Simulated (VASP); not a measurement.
Write the native input for VASP 6.6.1 that does the following.

| Item | Value |
| --- | --- |
| Task | single point |
| Functional | LDA |
| Potentials or basis | VASP PAW LDA potentials, release 64 (Ti_sv, Ga_d, F) |
| Cutoff | 520 eV |
| k mesh | 4 × 4 × 4 |
| Occupations | fermi-dirac, width 0.1 eV |
| Spin | no spin polarisation |
| Dipole correction | no |
| Further INCAR settings | ALGO = Normal; EDIFF = 1e-07; NBANDS = 56 |

The structure of Ti3GaF6 lies in POSCAR:

```
Ti3GaF6
1.0
    0.0000000000      3.8485680000      3.8485680000
    3.8485680000      0.0000000000      3.8485680000
    3.8485680000      3.8485680000      0.0000000000
Ti Ga F
3 1 6
Direct
    0.7500000000      0.7500000000      0.7500000000
    0.2500000000      0.2500000000      0.2500000000
    0.0000000000      0.0000000000      0.0000000000
    0.5000000000      0.5000000000      0.5000000000
    0.2965000000      0.7035000000      0.7035000000
    0.7035000000      0.2965000000      0.7035000000
    0.7035000000      0.2965000000      0.2965000000
    0.2965000000      0.7035000000      0.2965000000
    0.7035000000      0.7035000000      0.2965000000
    0.2965000000      0.2965000000      0.7035000000
```

One way to write it, as run:

INCAR

```
SYSTEM = Ti3GaF6
PREC = Accurate
ENCUT = 520
EDIFF = 1E-7
ISMEAR = -1
SIGMA = 0.1
LREAL = .False.
LASPH = .True.
NELM = 80
ALGO = Normal
ISIF = 2
LWAVE = .False.
LCHARG = .False.
NBANDS = 56
```

KPOINTS

```
regular mesh
0
Gamma
  4 4 4
  0 0 0
```

Potentials or basis: VASP PAW LDA potentials, release 64 (Ti_sv, Ga_d, F).

Command:

```sh
$ cat potpaw_LDA.64/Ti_sv/POTCAR potpaw_LDA.64/Ga_d/POTCAR potpaw_LDA.64/F/POTCAR > POTCAR
$ mpirun -np 1 vasp_std > vasp.out
```

It gave:

```json
{"Pressure": "56.4 GPa", "Largest force": "14.011 eV/Å"}
```

Caveat: an odd number of electrons without spin polarisation forces a metal; a magnetic or distorted state may lie lower.

Wall time 66 s on 1 thread of Intel(R) Xeon(R) Platinum 8375C CPU @ 2.90GHz (Ice Lake), on a shared host, peak memory 0.22 GiB.
